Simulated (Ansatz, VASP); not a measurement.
# One calculation of MgO2, two programs

```
Mg O
1.0
     1.62883    0.94041    3.38916
    -1.62883    0.94041    3.38916
     0.00000   -1.88081    3.38916
Mg O
1 2
Cartesian
  0.0000 0.0000 0.0000
  0.0000 0.0000 4.3597
  0.0000 0.0000 5.8078
```

Change from the starting cell: strain +0.015 along x and y, -0.030 along z, atoms carried along.

Alike in both runs: task single point; functional r2SCAN; k mesh 12 × 12 × 12; occupations gaussian, width 0.05 eV; no spin polarisation.

```csv
,VASP,Ansatz
version,VASP 6.6.1,Ansatz 0.2.0
potentials or method,"VASP PAW PBE potentials, release 64 (Mg, O), cutoff 520 eV","scalar-relativistic, plane waves, PAW"
valence electrons in the cell,14,22
```

VASP gave:

| Property | Result |
| --- | --- |
| gap on the k mesh at the Fermi level (eV) | 3.59 |
| least direct gap on the mesh (eV) | 3.61 |
| pressure (GPa) | -2.8 |
| traceless stress, the component that is largest in VASP (GPa) | 13.48 |
| rms of the force components (eV/Å) | 0.584 |

Problem. Estimate Ansatz's values.

Solution. gap on the k mesh at the Fermi level (eV): 3.62; least direct gap on the mesh (eV): 3.64; pressure (GPa): -2.6; traceless stress, the component that is largest in VASP (GPa): 11.68; rms of the force components (eV/Å): 0.430.

VASP's potentials were made for PBE, not for r2SCAN. Atom by atom the forces differ by 0.154 eV/Å (rms over components). VASP's potentials hold 14 valence electrons a cell and Ansatz's 22, so a difference there can come from the potentials and not from the codes.
